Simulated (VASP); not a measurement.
# WS2 in VASP: notebook

Runs on WS2. Level: PBE+D3(BJ). Tasks: single point.

Program: VASP 6.6.1. These are calculated values, not measurements. Logs are shortened: lines on timing, memory, paths and dates and some standing lists are left out, and cuts for length are marked.

## Step 1: The cell of the first run

The cell holds a slab with vacuum, 6 atoms: a = 3.160 Å, b = 3.160 Å, c = 23.804 Å, α = 90.00°, β = 90.00°, γ = 120.00°.

## Step 2: Single point, PBE+D3(BJ) (layers slid over each other)

INCAR reads:

```
PREC = Accurate
ENCUT = 520
EDIFF = 1E-6
ISMEAR = 0
SIGMA = 0.05
LREAL = False
LASPH = True
NELM = 60
ALGO = Normal
ISIF = 2
LWAVE = False
LCHARG = False
LDIPOL = True
IDIPOL = 3
DIPOL = 0.5 0.5 0.401
GGA = PE
IVDW = 12
NBANDS = 35
```

KPOINTS reads:

```
regular mesh
0
Gamma
  9 9 1
```

POSCAR reads:

```
WS2
1.0
    3.1595457497      0.0000000000      0.0000000000
   -1.5797728749      2.7362468836      0.0000000000
    0.0000000000      0.0000000000     23.8042575719
S W
4 2
Direct
    0.3333333333      0.6666666667      0.1890418126
    0.3333333333      0.6666666667      0.3214605103
    0.3333333333      1.1666666667      0.4806757258
    0.3333333333      1.1666666667      0.6130944235
    0.6666666667      0.3333333333      0.2552511581
    0.0000000000      1.5000000000      0.5468850713
```

Potentials or basis: VASP PAW PBE potentials, release 64 (S, W_sv).

Run with:

```sh
cat potpaw_PBE.64/S/POTCAR potpaw_PBE.64/W_sv/POTCAR > POTCAR
mpirun -np 1 vasp_std > vasp.out
```

OUTCAR:

```text
PREC = Accurate
   ENCUT = 520
   EDIFF = 1E-6
   ISMEAR = 0
   LREAL = False
   LASPH = True
   NELM = 60
   ISIF = 2
   GGA = PE
   IVDW = 12
 IVDW          = 12

 ion  position               nearest neighbor table
   1  0.333  0.667  0.189-   5 2.41   5 2.41   5 2.41
   2  0.333  0.667  0.321-   5 2.41   5 2.41   5 2.41
   3  0.333  0.167  0.481-   6 2.41   6 2.41   6 2.41
   4  0.333  0.167  0.613-   6 2.41   6 2.41   6 2.41
   5  0.667  0.333  0.255-   1 2.41   1 2.41   1 2.41   2 2.41   2 2.41   2 2.41
   6  0.000  0.500  0.547-   3 2.41   3 2.41   3 2.41   4 2.41   4 2.41   4 2.41

  LATTYP: Found a hexagonal cell.
 ALAT       =     3.1595457497
 C/A-ratio  =     7.5340759266

  Lattice vectors:

 A1 = (   3.1595457497,   0.0000000000,   0.0000000000)
 A2 = (  -1.5797728749,   2.7362468836,   0.0000000000)
 A3 = (   0.0000000000,   0.0000000000,  23.8042575719)

Analysis of symmetry for initial positions (statically):
=====================================================================
 Subroutine PRICEL returns:
 Original cell was already a primitive cell.

 Routine SETGRP: Setting up the symmetry group for a
 hexagonal supercell.

 Subroutine GETGRP returns: Found  4 space group operations
 (whereof  2 operations were pure point group operations)
 out of a pool of 24 trial point group operations.

The static configuration has the point symmetry C_1h.
 The point group associated with its full space group is C_2h.

Analysis of symmetry for dynamics (positions and initial velocities):
=====================================================================
 Subroutine PRICEL returns:
 Original cell was already a primitive cell.

 Routine SETGRP: Setting up the symmetry group for a
 hexagonal supercell.

 Subroutine GETGRP returns: Found  4 space group operations
 (whereof  2 operations were pure point group operations)
 out of a pool of 24 trial point group operations.

The dynamic configuration has the point symmetry C_1h.
 The point group associated with its full space group is C_2h.

 Subroutine INISYM returns: Found  4 space group operations
 (whereof  2 operations are pure point group operations),
 and found     1 'primitive' translations

----------------------------------------------------------------------------------------

                                     Primitive cell

  volume of cell :     205.7949

  direct lattice vectors                    reciprocal lattice vectors
     3.159545750  0.000000000  0.000000000     0.316501193  0.182732049  0.000000000
    -1.579772875  2.736246884  0.000000000     0.000000000  0.365464098  0.000000000
     0.000000000  0.000000000 23.804257572     0.000000000  0.000000000  0.042009292

  length of vectors
     3.159545750  3.159545750 23.804257572     0.365464098  0.365464098  0.042009292

  position of ions in fractional coordinates (direct lattice)
     0.333333333  0.666666667  0.189041813
     0.333333333  0.666666667  0.321460510
     0.333333333  0.166666667  0.480675726
     0.333333333  0.166666667  0.613094424
     0.666666667  0.333333333  0.255251158
     0.000000000  0.500000000  0.546885071

  ion indices of the primitive-cell ions
   primitive index   ion index
                 1           1
                 2           2
                 3           3
                 4           4
                 5           5
                 6           6

----------------------------------------------------------------------------------------

 KPOINTS: regular mesh

Automatic generation of k-mesh.
 Grid dimensions read from file:
 generate k-points for:    9    9    1

 Generating k-lattice:

  Cartesian coordinates                     Fractional coordinates (reciprocal lattice)
     0.035166799  0.020303561  0.000000000     0.111111111 -0.000000000  0.000000000
     0.000000000  0.040607122  0.000000000     0.000000000  0.111111111  0.000000000
     0.000000000  0.000000000  0.042009292     0.000000000  0.000000000  1.000000000

  Length of vectors
     0.040607122  0.040607122  0.042009292

  Shift w.r.t. Gamma in fractional coordinates (k-lattice)
     0.000000000  0.000000000  0.000000000

 Subroutine IBZKPT returns following result:
 ===========================================

 Found     25 irreducible k-points:

 Following reciprocal coordinates:
            Coordinates               Weight
  0.000000  0.000000  0.000000      1.000000
  0.111111 -0.000000  0.000000      2.000000
  0.000000  0.111111  0.000000      4.000000
  0.222222  0.000000  0.000000      2.000000
  0.000000  0.222222  0.000000      4.000000
  0.333333 -0.000000  0.000000      2.000000
[... 16 lines left out ...]
 -0.222222 -0.444444  0.000000      4.000000
  0.444444  0.333333  0.000000      4.000000
   k-points           NKPTS =     25   k-points in BZ     NKDIM =     25   number of bands    NBANDS=     35
   number of dos      NEDOS =    301   number of ions     NIONS =      6
   total plane-waves  NPLWV = 103680
   dimension x,y,z NGX =    24 NGY =   24 NGZ =  180
   dimension x,y,z NGXF=    48 NGYF=   48 NGZF=  360
   ions per type =               4   2
   NGX,Y,Z   is equivalent  to a cutoff of  12.63, 12.63, 12.57 a.u.
   NGXF,Y,Z  is equivalent  to a cutoff of  25.26, 25.26, 25.14 a.u.
 SYSTEM =  unknown system
   PREC   = accura    normal or accurate (medium, high low for compatibility)
   ISTART =      0    job   : 0-new  1-cont  2-samecut
   ICHARG =      2    charge: 1-file 2-atom 10-const
   ISPIN  =      1    spin polarized calculation?
   LNONCOLLINEAR =      F non collinear calculations
   LSORBIT =      F    spin-orbit coupling
   LASPH  =      T    aspherical Exc in radial PAW
   ENCUT  =  520.0 eV  38.22 Ry    6.18 a.u.   5.87  5.87 44.26*2*pi/ulx,y,z
   NELM   =     60;   NELMIN=  2; NELMDL= -5     # of ELM steps
   EDIFF  = 0.1E-05   stopping-criterion for ELM
   LREAL  =      F    real-space projection
   EDIFFG = 0.1E-04   stopping-criterion for IOM
   NSW    =      0    number of steps for IOM
   IBRION =     -1    ionic relax: 0-MD 1-quasi-New 2-CG
   NFREE  =      0    steps in history (QN), initial steepest desc. (CG)
   ISIF   =      2    stress and relaxation
   ISYM   =      2    0-nonsym 1-usesym 2-fastsym
   POTIM  = 0.5000    time-step for ionic-motion
   TEBEG  =    0.0;   TEEND  =   0.0 temperature during run
   PSTRESS=    0.0 pullay stress
   NELECT =      52.0000    total number of electrons
   NUPDOWN=      -1.0000    fix difference up-down
   EMIN   =  10.00;   EMAX   =-10.00  energy-range for DOS
   EFERMI =   0.00;   METHOD = LEGACY
   ISMEAR =     0;   SIGMA  =   0.05  broadening in eV -4-tet -1-fermi 0-gaus
   EFERMI_NEDOS =   21; number of points for ismear=-14 and -15
   IALGO  =     38    algorithm
   IMIX   =      4    mixing-type and parameters
     AMIX     =   0.40;   BMIX     =  1.00
     AMIX_MAG =   1.60;   BMIX_MAG =  1.00
  volume/ion in A,a.u.               =      34.30       231.46
  Fermi-wavevector in a.u.,A,eV,Ry     =   1.034978  1.955825 14.574279  1.071179
  Thomas-Fermi vector in A             =   2.169299
   LORBIT       =      0    0 simple, 1 ext, 2 COOP (PROOUT), +10 PAW based schemes
   GGA     = PE    functional components
   LHFCALC =     F    Hartree Fock is set to
   AEXX    =    0.0000 exact exchange contribution
   IVDW    =    12    specifies the selected vdW correction
   LEPSILON=     F    determine dielectric tensor
   LRPA    =     F    only Hartree local field effects (RPA)
 non-spin polarized calculation
 Gauss-broadening in eV      SIGMA  =   0.05
  energy-cutoff  :      520.00
  volume of cell :      205.79
 maximum number of plane-waves:      5566
   NGX = 11   NGY = 11   NGZ = 89

 dipolmoment           0.000000      0.000000      0.000051 electrons x Angstroem

 number of electron      51.9999994 magnetization

 dipolmoment           0.000000      0.000000     -0.000004 electrons x Angstroem

 Free energy of the ion-electron system (eV)
  ---------------------------------------------------
  ext. energy  EPLUGINS =         0.00000000
  ---------------------------------------------------
  free energy    TOTEN  =       -47.33263114 eV

  energy without entropy =      -47.33263114  energy(sigma->0) =      -47.33263114

 E-fermi :   1.1206     XC(G=0):  -6.2026

 val. band max:        0.8801779222   @ k =   0.0000   0.0000   0.0000
 cond. band min:       2.7355068843   @ k =   0.3333   0.3333   0.0000
 fundamental gap:      1.8553289621
 Fermi energy:         1.1205887236

 k-point     1 :       0.0000    0.0000    0.0000
  band No.  band energies     occupation
      1     -73.1949      2.00000
      2     -73.1949      2.00000
      3     -37.4466      2.00000
      4     -37.4466      2.00000
      5     -37.2724      2.00000
      6     -37.2724      2.00000
[... 27 lines left out ...]
     34       3.8925      0.00000
     35       5.8488      0.00000

 k-point     2 :       0.1111   -0.0000    0.0000
  band No.  band energies     occupation
      1     -73.1928      2.00000
      2     -73.1927      2.00000
      3     -37.4389      2.00000
      4     -37.4389      2.00000
      5     -37.3152      2.00000
      6     -37.3151      2.00000
[... 27 lines left out ...]
     34       4.1212      0.00000
     35       6.2144      0.00000

 k-point     3 :       0.0000    0.1111    0.0000
  band No.  band energies     occupation
      1     -73.1928      2.00000
      2     -73.1927      2.00000
      3     -37.4389      2.00000
      4     -37.4389      2.00000
      5     -37.3152      2.00000
      6     -37.3151      2.00000
[... 27 lines left out ...]
     34       4.1109      0.00000
     35       6.2148      0.00000
[... 723 lines left out ...]
 k-point    23 :      -0.2222   -0.4444    0.0000
  band No.  band energies     occupation
      1     -73.1752      2.00000
      2     -73.1751      2.00000
      3     -37.5754      2.00000
      4     -37.5754      2.00000
      5     -37.4407      2.00000
      6     -37.4407      2.00000
[... 27 lines left out ...]
     34       6.0941      0.00000
     35       7.0450      0.00000

 k-point    24 :       0.4444    0.3333    0.0000
  band No.  band energies     occupation
      1     -73.1752      2.00000
      2     -73.1751      2.00000
      3     -37.5754      2.00000
      4     -37.5754      2.00000
      5     -37.4407      2.00000
      6     -37.4407      2.00000
[... 27 lines left out ...]
     34       6.1159      0.00000
     35       7.0324      0.00000

 [... further k-points ...]

------------------------ aborting loop because EDIFF is reached ----------------------------------------

 vacuum level on the upper side and lower side of the slab       (xc-potential included)        -0.125        -0.125

 Edisp (eV)   -2.06039

 E8    (eV) :    -0.8958

  FORCE on cell =-STRESS in cart. coord.  units (eV):
  Direction    XX          YY          ZZ          XY          YZ          ZX
  --------------------------------------------------------------------------------------
  -------------------------------------------------------------------------------------
  Total      -0.20272    -0.19269    -0.66914    -0.00869     0.00701     0.01214
  in kB      -1.57828    -1.50012    -5.20943    -0.06768     0.05457     0.09451
  external pressure =       -2.76 kB  Pullay stress =        0.00 kB

 VOLUME and BASIS-vectors are now :
 -----------------------------------------------------------------------------
  energy-cutoff  :      520.00
  volume of cell :      205.79
      direct lattice vectors                 reciprocal lattice vectors
     3.159545750  0.000000000  0.000000000     0.316501193  0.182732049  0.000000000
    -1.579772875  2.736246884  0.000000000     0.000000000  0.365464098  0.000000000
     0.000000000  0.000000000 23.804257572     0.000000000  0.000000000  0.042009292

 POSITION                                       TOTAL-FORCE (eV/Angst)
 -----------------------------------------------------------------------------------
     -0.00000      1.82416      4.50000         0.000471      0.000272      0.003559
     -0.00000      1.82416      7.65213        -0.001491     -0.000861      0.070834
      0.78989      0.45604     11.44213         0.001491      0.000861     -0.070834
      0.78989      0.45604     14.59426        -0.000471     -0.000272     -0.003559
      1.57977      0.91208      6.07606        -0.001531     -0.000884      0.040714
     -0.78989      1.36812     13.01819         0.001531      0.000884     -0.040714
 -----------------------------------------------------------------------------------
    total drift:                                0.000000      0.000000     -0.000442

  FREE ENERGIE OF THE ION-ELECTRON SYSTEM (eV)
  ---------------------------------------------------
  free  energy   TOTEN  =       -49.3930172746 eV

  energy  without entropy=      -49.3930172746  energy(sigma->0) =      -49.39301727

 vacuum level on the upper side and lower side of the slab         6.380         6.380
```

Wall time 6.9 min (1 thread of Intel Xeon 8259CL, shared host); peak memory 0.41 GiB.

Results:

```yaml
Free_energy: -49.3930 eV
Largest_force: 0.071 eV/Å
Band_gap_on_the_k_mesh: 1.86 eV (least direct gap 1.91 eV)
Dispersion_energy_per_atom: -0.343 eV
```

Forces on the atoms (eV/Å):
```
S    0.000  0.000  0.004
S   -0.001 -0.001  0.071
S    0.001  0.001 -0.071
S    0.000  0.000 -0.004
W   -0.002 -0.001  0.041
W    0.002  0.001 -0.041
```

Caveat: the cell differs from its parent crystal (layers slid over each other); spin-orbit coupling is left out, which moves the levels of the heavy elements.

## Step 3: Single point, PBE+D3(BJ) (layers slid over each other)

INCAR reads:

```
SYSTEM = WS2
PREC = Accurate ; ENCUT = 520
EDIFF = 1E-6 ; ISMEAR = 0
SIGMA = 0.05 ; LREAL = .False.
LASPH = .True. ; NELM = 60
ALGO = Normal ; ISIF = 2
LWAVE = .False. ; LCHARG = .False.
LDIPOL = .True. ; IDIPOL = 3
DIPOL = 0.5 0.5 0.401 ; GGA = PE
IVDW = 12 ; NBANDS = 35
```

KPOINTS reads:

```
regular mesh
0
Gamma
  9 9 1
  0 0 0
```

POSCAR reads:

```
WS2
1.0
    3.1595457497      0.0000000000      0.0000000000
   -1.5797728749      2.7362468836      0.0000000000
    0.0000000000      0.0000000000     23.8042575719
S W
4 2
Direct
    0.3333333333      0.6666666667      0.1890418126
    0.3333333333      0.6666666667      0.3214605103
    0.5000000000      1.0000000000      0.4806757258
    0.5000000000      1.0000000000      0.6130944235
    0.6666666667      0.3333333333      0.2552511581
    0.1666666667      1.3333333333      0.5468850713
```

Potentials or basis: VASP PAW PBE potentials, release 64 (S, W_sv).

Run with:

```sh
cat potpaw_PBE.64/S/POTCAR potpaw_PBE.64/W_sv/POTCAR > POTCAR
mpirun -np 1 vasp_std > vasp.out
```

Run time: 9 min. Hardware: 1 thread of Intel Xeon 8259CL, shared host; peak memory 0.4 GiB.

Results (log left out):

| Property | Result |
| --- | --- |
| Free energy | -49.3894 eV |
| Largest force | 0.061 eV/Å |
| Band gap on the k mesh | 1.85 eV (least direct gap 1.91 eV) |
| Dispersion energy per atom | -0.343 eV |

Forces in eV/Å, atoms in the order of the input:
```
S    0.000  0.001  0.003
S    0.000 -0.008  0.061
S    0.000  0.008 -0.061
S    0.000 -0.001 -0.003
W    0.000 -0.005  0.038
W    0.000  0.005 -0.038
```

Levels at points of the mesh, in eV from the valence-band top:
| k point | band 22 | band 23 | band 24 | band 25 | band 26 | band 27 | band 28 | band 29 | band 30 | band 31 |
| --- | --- | --- | --- | --- | --- | --- | --- | --- | --- | --- |
| (0.00, 0.00, 0.00) | -1.64 | -1.64 | -1.64 | -0.36 | 0.00 | 2.85 | 2.86 | 2.86 | 2.87 | 2.99 |

Caveat: the cell differs from its parent crystal (layers slid over each other); spin-orbit coupling is left out, which moves the levels of the heavy elements.

(Part 1 of 2 ends here.)
